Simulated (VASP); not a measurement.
Here is a VASP 6.6.1 calculation.

INCAR

```
SYSTEM = Rh
PREC = Accurate
ENCUT = 520
EDIFF = 1E-6
ISMEAR = -1
SIGMA = 0.05
LREAL = .False.
LASPH = .True.
NELM = 150
ALGO = Normal
ISIF = 2
LWAVE = .False.
LCHARG = .False.
ISPIN = 2
MAGMOM = 1
LORBIT = 11
LMAXMIX = 4
GGA = RP
NBANDS = 18
```

KPOINTS

```
Automatic mesh
0
Gamma
  23 23 23
  0 0 0
```

Contents of POSCAR:

```
Rh
1.0
    0.0000000000      2.0012060897      2.0012060897
    2.0012060897      0.0000000000      2.0012060897
    2.0012060897      2.0012060897      0.0000000000
Rh
1
Direct
    0.0000000000      0.0000000000      0.0000000000
```

Potentials or basis: VASP PAW PBE potentials, release 64 (Rh_pv).

Run with:

```console
$ cat potpaw_PBE.64/Rh_pv/POTCAR > POTCAR
$ mpirun -np 1 vasp_std > vasp.out
```

(1) Predict the net moment.

(2) Estimate the pressure.

## Answers

(1) 0.00 μB per cell.

(2) -19.8 GPa.

Caveat: the cell stands under tension; the PAW data sets were made with another functional, which shifts forces and pressure a little.
